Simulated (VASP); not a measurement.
# BiIr (rocksalt type) (R-3m) in VASP: electric field gradients with PBE

Aim: the electric field gradients of BiIr (rocksalt type) with PBE.

All numbers are computed with VASP 6.6.1; they aren't measurements. Logs are shortened: lines on timing, memory, paths and dates and some standing lists are left out, and cuts for length are marked.

### 1 The cell of the first run

It takes space group R-3m (No. 166, trigonal). Conventional cell: a = 3.938 Å, b = 3.938 Å, c = 9.938 Å, α = 90.00°, β = 90.00°, γ = 120.00°. Ir (site symmetry -3m) has 6 Bi at 2.81 Å within 3.7 Å. Bi (site symmetry -3m) has 6 Ir at 2.81 Å within 3.7 Å.

### 2 Electric field gradients, PBE (equal xy, yz and zx shear strains of +2 %)

Input file INCAR:

```
SYSTEM = BiIr
PREC = Accurate
ENCUT = 520
EDIFF = 1E-8
ISMEAR = -1
SIGMA = 0.08
LREAL = .False.
LASPH = .True.
NELM = 80
ALGO = Normal
ISIF = 2
LWAVE = .False.
LCHARG = .False.
GGA = PE
LEFG = .True.
NBANDS = 19
```

Input file KPOINTS:

```
Automatic mesh
0
Gamma
  12 12 12
  0 0 0
```

Input file POSCAR:

```
BiIr
1.0
    0.0562507494      2.8406628450      2.8406628450
    2.8406628450      0.0562507494      2.8406628450
    2.8406628450      2.8406628450      0.0562507494
Ir Bi
1 1
Direct
    0.0000000000      0.0000000000      0.0000000000
    0.5000000000      0.5000000000      0.5000000000
```

Potentials or basis: VASP PAW PBE potentials, release 64 (Ir, Bi_d).

Run with:

```sh
cat potpaw_PBE.64/Ir/POTCAR potpaw_PBE.64/Bi_d/POTCAR > POTCAR
mpirun -np 1 vasp_std > vasp.out
```

OUTCAR:

```text
SYSTEM = BiIr
   PREC = Accurate
   ENCUT = 520
   EDIFF = 1E-8
   ISMEAR = -1
   LREAL = .False.
   LASPH = .True.
   NELM = 80
   ISIF = 2
   GGA = PE

 ion  position               nearest neighbor table
   1  0.000  0.000  0.000-   2 2.81   2 2.81   2 2.81   2 2.81   2 2.81   2 2.81
   2  0.500  0.500  0.500-   1 2.81   1 2.81   1 2.81   1 2.81   1 2.81   1 2.81

  LATTYP: Found a trigonal (rhomboedric) cell.
 ALAT       =     4.0176977169
 COS(alpha) =     0.5197000882

  Lattice vectors:

 A1 = (   0.0562507494,   2.8406628450,   2.8406628450)
 A2 = (   2.8406628450,   0.0562507494,   2.8406628450)
 A3 = (   2.8406628450,   2.8406628450,   0.0562507494)

Analysis of symmetry for initial positions (statically):
=====================================================================
 Subroutine PRICEL returns:
 Original cell was already a primitive cell.

 Routine SETGRP: Setting up the symmetry group for a
 trigonal (rhombohedral) supercell.

 Subroutine GETGRP returns: Found 12 space group operations
 (whereof 12 operations were pure point group operations)
 out of a pool of 12 trial point group operations.

The static configuration has the point symmetry D_3d.

Analysis of symmetry for dynamics (positions and initial velocities):
=====================================================================
 Subroutine PRICEL returns:
 Original cell was already a primitive cell.

 Routine SETGRP: Setting up the symmetry group for a
 trigonal (rhombohedral) supercell.

 Subroutine GETGRP returns: Found 12 space group operations
 (whereof 12 operations were pure point group operations)
 out of a pool of 12 trial point group operations.

The dynamic configuration has the point symmetry D_3d.

 Subroutine INISYM returns: Found 12 space group operations
 (whereof 12 operations are pure point group operations),
 and found     1 'primitive' translations

----------------------------------------------------------------------------------------

                                     Primitive cell

  volume of cell :      44.4831

  direct lattice vectors                    reciprocal lattice vectors
     0.056250749  2.840662845  2.840662845    -0.181331622  0.177810619  0.177810619
     2.840662845  0.056250749  2.840662845     0.177810619 -0.181331622  0.177810619
     2.840662845  2.840662845  0.056250749     0.177810619  0.177810619 -0.181331622

  length of vectors
     4.017697717  4.017697717  4.017697717     0.310023208  0.310023208  0.310023208

  position of ions in fractional coordinates (direct lattice)
     0.000000000  0.000000000  0.000000000
     0.500000000  0.500000000  0.500000000

  ion indices of the primitive-cell ions
   primitive index   ion index
                 1           1
                 2           2

----------------------------------------------------------------------------------------

 KPOINTS: Automatic mesh

Automatic generation of k-mesh.
 Grid dimensions read from file:
 generate k-points for:   12   12   12

 Generating k-lattice:

  Cartesian coordinates                     Fractional coordinates (reciprocal lattice)
    -0.015110968  0.014817552  0.014817552     0.083333333  0.000000000  0.000000000
     0.014817552 -0.015110968  0.014817552     0.000000000  0.083333333  0.000000000
     0.014817552  0.014817552 -0.015110968     0.000000000  0.000000000  0.083333333

  Length of vectors
     0.025835267  0.025835267  0.025835267

  Shift w.r.t. Gamma in fractional coordinates (k-lattice)
     0.000000000  0.000000000  0.000000000

 Subroutine IBZKPT returns following result:
 ===========================================

 Found    189 irreducible k-points:

 Following reciprocal coordinates:
            Coordinates               Weight
  0.000000  0.000000  0.000000      1.000000
  0.083333  0.000000  0.000000      6.000000
  0.166667  0.000000  0.000000      6.000000
  0.250000 -0.000000 -0.000000      6.000000
  0.333333  0.000000  0.000000      6.000000
  0.416667  0.000000  0.000000      6.000000
[... 16 lines left out ...]
  0.500000  0.166667  0.000000     12.000000
 -0.416667  0.166667 -0.000000     12.000000
 [... further k-points ...]
   k-points           NKPTS =    189   k-points in BZ     NKDIM =    189   number of bands    NBANDS=     19
   number of dos      NEDOS =    301   number of ions     NIONS =      2
   total plane-waves  NPLWV =  27000
   dimension x,y,z NGX =    30 NGY =   30 NGZ =   30
   dimension x,y,z NGXF=    60 NGYF=   60 NGZF=   60
   ions per type =               1   1
   NGX,Y,Z   is equivalent  to a cutoff of  12.41, 12.41, 12.41 a.u.
   NGXF,Y,Z  is equivalent  to a cutoff of  24.83, 24.83, 24.83 a.u.
 SYSTEM =  BiIr
   PREC   = accura    normal or accurate (medium, high low for compatibility)
   ISTART =      0    job   : 0-new  1-cont  2-samecut
   ICHARG =      2    charge: 1-file 2-atom 10-const
   ISPIN  =      1    spin polarized calculation?
   LNONCOLLINEAR =      F non collinear calculations
   LSORBIT =      F    spin-orbit coupling
   LASPH  =      T    aspherical Exc in radial PAW
   ENCUT  =  520.0 eV  38.22 Ry    6.18 a.u.   7.47  7.47  7.47*2*pi/ulx,y,z
   NELM   =     80;   NELMIN=  2; NELMDL= -5     # of ELM steps
   EDIFF  = 0.1E-07   stopping-criterion for ELM
   LREAL  =      F    real-space projection
   EDIFFG = 0.1E-06   stopping-criterion for IOM
   NSW    =      0    number of steps for IOM
   IBRION =     -1    ionic relax: 0-MD 1-quasi-New 2-CG
   NFREE  =      0    steps in history (QN), initial steepest desc. (CG)
   ISIF   =      2    stress and relaxation
   ISYM   =      2    0-nonsym 1-usesym 2-fastsym
   POTIM  = 0.5000    time-step for ionic-motion
   TEBEG  =    0.0;   TEEND  =   0.0 temperature during run
   PSTRESS=    0.0 pullay stress
   NELECT =      24.0000    total number of electrons
   NUPDOWN=      -1.0000    fix difference up-down
   EMIN   =  10.00;   EMAX   =-10.00  energy-range for DOS
   EFERMI =   0.00;   METHOD = LEGACY
   ISMEAR =    -1;   SIGMA  =   0.08  broadening in eV -4-tet -1-fermi 0-gaus
   EFERMI_NEDOS =   21; number of points for ismear=-14 and -15
   IALGO  =     38    algorithm
   IMIX   =      4    mixing-type and parameters
     AMIX     =   0.40;   BMIX     =  1.00
     AMIX_MAG =   1.60;   BMIX_MAG =  1.00
  volume/ion in A,a.u.               =      22.24       150.09
  Fermi-wavevector in a.u.,A,eV,Ry     =   1.332744  2.518521 24.166758  1.776207
  Thomas-Fermi vector in A             =   2.461655
   LORBIT       =      0    0 simple, 1 ext, 2 COOP (PROOUT), +10 PAW based schemes
   GGA     = PE    functional components
   LHFCALC =     F    Hartree Fock is set to
   AEXX    =    0.0000 exact exchange contribution
   IVDW    =     0    specifies the selected vdW correction
   LEPSILON=     F    determine dielectric tensor
   LRPA    =     F    only Hartree local field effects (RPA)
 non-spin polarized calculation
  energy-cutoff  :      520.00
  volume of cell :       44.48
 maximum number of plane-waves:      1231
 NGX is ok and might be reduce to    30
   NGX = 15   NGY = 15   NGZ = 15

 number of electron      24.0000005 magnetization

 Free energy of the ion-electron system (eV)
  ---------------------------------------------------
  ext. energy  EPLUGINS =         0.00000000
  ---------------------------------------------------
  free energy    TOTEN  =       -11.71144158 eV

  energy without entropy =      -11.68566081  energy(sigma->0) =      -11.69855119

 E-fermi :   8.0623     XC(G=0): -11.5426

 val. band max:        8.0498315308   @ k =   0.4167   0.4167   0.0000
 cond. band min:       8.0703898338   @ k =  -0.3333   0.3333   0.0000
 fundamental gap:      0.0205583030
 Fermi energy:         8.0623382652

 k-point     1 :       0.0000    0.0000    0.0000
  band No.  band energies     occupation
      1     -14.6254      2.00000
      2     -14.6254      2.00000
      3     -14.5690      2.00000
      4     -14.5690      2.00000
      5     -14.5673      2.00000
      6      -4.7788      2.00000
[... 11 lines left out ...]
     18      18.8182      0.00000
     19      18.8182      0.00000

 k-point     2 :       0.0833    0.0000    0.0000
  band No.  band energies     occupation
      1     -14.6233      2.00000
      2     -14.6226      2.00000
      3     -14.5680      2.00000
      4     -14.5668      2.00000
      5     -14.5649      2.00000
      6      -4.6828      2.00000
[... 476 lines left out ...]
 k-point    24 :      -0.4167    0.1667   -0.0000
  band No.  band energies     occupation
      1     -14.6055      2.00000
      2     -14.5929      2.00000
      3     -14.5512      2.00000
      4     -14.5343      2.00000
      5     -14.5249      2.00000
      6      -2.6213      2.00000
[... 11 lines left out ...]
     18      19.2640      0.00000
     19      20.7647      0.00000

 [... further k-points ...]
[... 5 lines left out ...]
  --------------------------------------------------------------------------------------
  -------------------------------------------------------------------------------------
  Total        0.0333700      0.0333700      0.0333700     -0.0836178     -0.0836178     -0.0836178
  in kB        1.2019091      1.2019091      1.2019091     -3.0117157     -3.0117157     -3.0117157
  external PRESSURE =       1.2019091 kB  Pullay stress =       0.0000000 kB

 VOLUME and BASIS-vectors are now :
 -----------------------------------------------------------------------------
  energy-cutoff  :      520.00
  volume of cell :       44.48
      direct lattice vectors                 reciprocal lattice vectors
     0.056250749  2.840662845  2.840662845    -0.181331622  0.177810619  0.177810619
     2.840662845  0.056250749  2.840662845     0.177810619 -0.181331622  0.177810619
     2.840662845  2.840662845  0.056250749     0.177810619  0.177810619 -0.181331622

 POSITION                                       TOTAL-FORCE (eV/Angst)
 -----------------------------------------------------------------------------------
      0.00000      0.00000      0.00000         0.000000      0.000000      0.000000
      2.86879      2.86879      2.86879        -0.000000     -0.000000     -0.000000
 -----------------------------------------------------------------------------------
    total drift:                                0.000000      0.000000      0.000000

  FREE ENERGIE OF THE ION-ELECTRON SYSTEM (eV)
  ---------------------------------------------------
  free  energy   TOTEN  =       -11.7114415775 eV

  energy  without entropy=      -11.6856608090  energy(sigma->0) =      -11.69855119

 Electric field gradients (V/A^2)
---------------------------------------------------------------------
 ion       V_xx      V_yy      V_zz      V_xy      V_xz      V_yz
---------------------------------------------------------------------
   1      -0.000    -0.000     0.000    -4.259    -4.259    -4.259
   2      -0.000    -0.000    -0.000   -10.108   -10.108   -10.108
---------------------------------------------------------------------

 Electric field gradients after diagonalization (V/A^2)
 (convention: |V_zz| > |V_xx| > |V_yy|)
----------------------------------------------------------------------
 ion       V_xx      V_yy      V_zz     asymmetry (V_yy - V_xx)/ V_zz
----------------------------------------------------------------------
   1       4.259     4.259    -8.519       0.000
   2      10.108    10.108   -20.216       0.000
----------------------------------------------------------------------

           NMR quadrupolar parameters

 Cq : quadrupolar parameter    Cq=e*Q*V_zz/h
 eta: asymmetry parameters     (V_yy - V_xx)/ V_zz
 Q  : nuclear electric quadrupole moment in mb (millibarn)
----------------------------------------------------------------------
 ion       Cq(MHz)       eta       Q (mb)
----------------------------------------------------------------------
   1      -0.021       0.000       1.000
   2      -0.049       0.000       1.000
----------------------------------------------------------------------
```

Run time: 4.7 min. Hardware: 1 thread of AMD EPYC 7R13, shared host; peak memory 0.27 GiB.

What came out:

```yaml
Free_energy: -11.7114 eV
Pressure: 0.1 GPa
Band_gap_on_the_k_mesh: zero (band 12 reaches 9.76 eV, above the bottom of band 13 at 7.35 eV)
```

Electric field gradients, principal values (V/Å²):
```tsv
atom	least	middle	greatest (by size)
1 Ir	4.259	4.259	-8.519
2 Bi	10.108	10.108	-20.216
```

Caveat: the cell differs from its parent crystal (equal xy, yz and zx shear strains of +2 %); without QUAD_EFG the Cq values of the log hold for a quadrupole moment of 1 mb, not for the nuclei; spin-orbit coupling is left out, which moves the levels of the heavy elements.
